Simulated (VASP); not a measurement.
# V (Fm-3m) in VASP: density of states with PBE

Aim: the density of states of V with PBE.

Program: VASP 6.6.1. These are calculated values, not measurements. Logs are shortened: lines on timing, memory, paths and dates and some standing lists are left out, and cuts for length are marked.

### Step 1. The cell of the first run

Symmetry: Fm-3m, No. 225, cubic system. Conventional cell: a = 3.817 Å, b = 3.817 Å, c = 3.817 Å, α = 90.00°, β = 90.00°, γ = 90.00°. Within 3.6 Å of V (site symmetry m-3m) lie 12 V at 2.70 Å.

### Step 2. Density of states, PBE

POSCAR

```
V
1.0
    0.0000000000      1.9082783539      1.9082783539
    1.9082783539      0.0000000000      1.9082783539
    1.9082783539      1.9082783539      0.0000000000
V
1
Direct
    0.0000000000      0.0000000000      0.0000000000
```

INCAR.step1

```
PREC = Accurate
ENCUT = 520
EDIFF = 1E-6
ISMEAR = 0
SIGMA = 0.1
LREAL = False
LASPH = True
NELM = 100
ALGO = Fast
ISIF = 2
LWAVE = False
LCHARG = True
LMAXMIX = 4
GGA = PE
NBANDS = 12
```

KPOINTS.step1

```
Automatic mesh
0
Gamma
  18 18 18
```

INCAR.step2

```
PREC = Accurate
ENCUT = 520
EDIFF = 1E-6
ISMEAR = -5
SIGMA = 0.1
LREAL = False
LASPH = True
NELM = 100
ALGO = Fast
ISIF = 2
LWAVE = False
LCHARG = False
LMAXMIX = 4
GGA = PE
LORBIT = 10
NBANDS = 12
NEDOS = 2001
ICHARG = 11
```

KPOINTS.step2

```
Automatic mesh
0
Gamma
  27 27 27
```

Potentials or basis: VASP PAW PBE potentials, release 64 (V_sv).

On the command line:

```bash
$ cat potpaw_PBE.64/V_sv/POTCAR > POTCAR
$ cp INCAR.step1 INCAR
$ cp KPOINTS.step1 KPOINTS
$ mpirun -np 1 vasp_std > vasp.out
$ cp INCAR.step2 INCAR
$ cp KPOINTS.step2 KPOINTS
$ mpirun -np 1 vasp_std > vasp.out
```

OUTCAR:

```text
PREC = Accurate
   ENCUT = 520
   EDIFF = 1E-6
   ISMEAR = -5
   LREAL = False
   LASPH = True
   NELM = 100
   ISIF = 2
   GGA = PE
   LORBIT = 10
   ICHARG = 11

 ion  position               nearest neighbor table
   1  0.000  0.000  0.000-

  LATTYP: Found a face centered cubic cell.
 ALAT       =     3.8165567078

  Lattice vectors:

 A1 = (   0.0000000000,   1.9082783539,   1.9082783539)
 A2 = (   1.9082783539,   0.0000000000,   1.9082783539)
 A3 = (   1.9082783539,   1.9082783539,   0.0000000000)

Analysis of symmetry for initial positions (statically):
=====================================================================
 Subroutine PRICEL returns:
 Original cell was already a primitive cell.

 Routine SETGRP: Setting up the symmetry group for a
 face centered cubic supercell.

 Subroutine GETGRP returns: Found 48 space group operations
[... 9 lines left out ...]

 Routine SETGRP: Setting up the symmetry group for a
 face centered cubic supercell.

 Subroutine GETGRP returns: Found 48 space group operations
[... 11 lines left out ...]
                                     Primitive cell

  volume of cell :      13.8981

  direct lattice vectors                    reciprocal lattice vectors
     0.000000000  1.908278354  1.908278354    -0.262016282  0.262016282  0.262016282
     1.908278354  0.000000000  1.908278354     0.262016282 -0.262016282  0.262016282
     1.908278354  1.908278354  0.000000000     0.262016282  0.262016282 -0.262016282

  length of vectors
     2.698713129  2.698713129  2.698713129     0.453825513  0.453825513  0.453825513

  position of ions in fractional coordinates (direct lattice)
     0.000000000  0.000000000  0.000000000

  ion indices of the primitive-cell ions
   primitive index   ion index
                 1           1

----------------------------------------------------------------------------------------

 KPOINTS: Automatic mesh

Automatic generation of k-mesh.
 Grid dimensions read from file:
 generate k-points for:   27   27   27

 Generating k-lattice:

  Cartesian coordinates                     Fractional coordinates (reciprocal lattice)
    -0.009704307  0.009704307  0.009704307     0.037037037  0.000000000  0.000000000
     0.009704307 -0.009704307  0.009704307     0.000000000  0.037037037  0.000000000
     0.009704307  0.009704307 -0.009704307     0.000000000  0.000000000  0.037037037

  Length of vectors
[... 59 lines left out ...]
   EDIFFG = 0.1E-04   stopping-criterion for IOM
   NSW    =      0    number of steps for IOM
   IBRION =     -1    ionic relax: 0-MD 1-quasi-New 2-CG
   NFREE  =      0    steps in history (QN), initial steepest desc. (CG)
   ISIF   =      2    stress and relaxation
   ISYM   =      2    0-nonsym 1-usesym 2-fastsym
   POTIM  = 0.5000    time-step for ionic-motion
   TEBEG  =    0.0;   TEEND  =   0.0 temperature during run
   PSTRESS=    0.0 pullay stress
   NELECT =      13.0000    total number of electrons
   NUPDOWN=      -1.0000    fix difference up-down
   EMIN   =  10.00;   EMAX   =-10.00  energy-range for DOS
   EFERMI =   0.00;   METHOD = LEGACY
   ISMEAR =    -5;   SIGMA  =   0.10  broadening in eV -4-tet -1-fermi 0-gaus
   EFERMI_NEDOS =   21; number of points for ismear=-14 and -15
   IALGO  =     68    algorithm
   IMIX   =      4    mixing-type and parameters
     AMIX     =   0.40;   BMIX     =  1.00
     AMIX_MAG =   1.60;   BMIX_MAG =  1.00
  volume/ion in A,a.u.               =      13.90        93.79
  Fermi-wavevector in a.u.,A,eV,Ry     =   1.601048  3.025541 34.876538  2.563353
  Thomas-Fermi vector in A             =   2.698087
   LORBIT       =     10    0 simple, 1 ext, 2 COOP (PROOUT), +10 PAW based schemes
   GGA     = PE    functional components
   LHFCALC =     F    Hartree Fock is set to
   AEXX    =    0.0000 exact exchange contribution
   IVDW    =     0    specifies the selected vdW correction
   LEPSILON=     F    determine dielectric tensor
   LRPA    =     F    only Hartree local field effects (RPA)
 non-spin polarized calculation
 RMM-DIIS sequential band-by-band and
 Fermi weights with tetrahedron method with Bloechl corrections
  energy-cutoff  :      520.00
  volume of cell :       13.90
 maximum number of plane-waves:       388

 number of electron      13.0000002 magnetization

 Free energy of the ion-electron system (eV)
  ---------------------------------------------------
  ext. energy  EPLUGINS =         0.00000000
  ---------------------------------------------------
  free energy    TOTEN  =        -8.74989464 eV

  energy without entropy =       -8.74989464  energy(sigma->0) =       -8.74989464

 E-fermi :   9.6261     XC(G=0): -12.7385

 val. band max:        9.6423450007   @ k =   0.4444   0.0370   0.0000
 cond. band min:       9.6220294797   @ k =   0.4074   0.1111   0.0000
 fundamental gap:     -0.0203155210
 Fermi energy:         9.6260791777

 k-point     1 :       0.0000    0.0000    0.0000
  band No.  band energies     occupation
      1     -54.4432      2.00000
      2     -27.7993      2.00000
      3     -27.7993      2.00000
      4     -27.7993      2.00000
      5       2.8076      2.00000
      6       9.7980      0.00000
      7       9.7980      0.00000
      8       9.7980      0.00000
      9      11.5359      0.00000
     10      11.5359      0.00000
     11      27.2612      0.00000
     12      32.4156      0.00000
[... 331 lines left out ...]
 k-point    24 :       0.3704    0.0370    0.0000
  band No.  band energies     occupation
      1     -54.3101      2.00000
      2     -28.4610      2.00000
      3     -27.8925      2.00000
      4     -27.8846      2.00000
      5       5.9960      2.00000
      6       9.3189      2.00000
      7       9.8223      0.00000
      8       9.8978      0.00000
      9      12.1840      0.00000
     10      12.3454      0.00000
     11      20.9713      0.00000
     12      27.0481      0.00000

 [... further k-points ...]
[... 5 lines left out ...]
  --------------------------------------------------------------------------------------
  -------------------------------------------------------------------------------------
  Total       -0.0352245     -0.0352245     -0.0352245     -0.0000000      0.0000000      0.0000000
  in kB       -4.0606915     -4.0606915     -4.0606915     -0.0000000      0.0000000      0.0000000
  external PRESSURE =      -4.0606915 kB  Pullay stress =       0.0000000 kB

 VOLUME and BASIS-vectors are now :
 -----------------------------------------------------------------------------
  energy-cutoff  :      520.00
  volume of cell :       13.90
      direct lattice vectors                 reciprocal lattice vectors
     0.000000000  1.908278354  1.908278354    -0.262016282  0.262016282  0.262016282
     1.908278354  0.000000000  1.908278354     0.262016282 -0.262016282  0.262016282
     1.908278354  1.908278354  0.000000000     0.262016282  0.262016282 -0.262016282

 POSITION                                       TOTAL-FORCE (eV/Angst)
 -----------------------------------------------------------------------------------
      0.00000      0.00000      0.00000         0.000000     -0.000000      0.000000
 -----------------------------------------------------------------------------------
    total drift:                                0.000000     -0.000000      0.000000

  FREE ENERGIE OF THE ION-ELECTRON SYSTEM (eV)
  ---------------------------------------------------
  free  energy   TOTEN  =        -8.7498946433 eV

  energy  without entropy=       -8.7498946433  energy(sigma->0) =       -8.74989464

 total charge

# of ion       s       p       d       tot
------------------------------------------
    1        2.341   6.225   3.023  11.589
```

OUTCAR.step1:

```text
PREC = Accurate
   ENCUT = 520
   EDIFF = 1E-6
   ISMEAR = 0
   LREAL = False
   LASPH = True
[... 577 lines left out ...]
 POSITION                                       TOTAL-FORCE (eV/Angst)
 -----------------------------------------------------------------------------------
      0.00000      0.00000      0.00000        -0.000000     -0.000000     -0.000000
 -----------------------------------------------------------------------------------
    total drift:                                0.000000      0.000000      0.000000

  FREE ENERGIE OF THE ION-ELECTRON SYSTEM (eV)
  ---------------------------------------------------
  free  energy   TOTEN  =        -8.7538011397 eV

  energy  without entropy=       -8.7447412024  energy(sigma->0) =       -8.74927117
```

Wall time 60 s (1 thread of Intel Xeon 6975P-C, shared host); peak memory 0.2 GiB.

Results:

| Property | Result |
| --- | --- |
| Valence electrons inside the program's atomic spheres | V 11.59 |

Caveat: tetrahedron occupations give inexact forces and stress in metals.
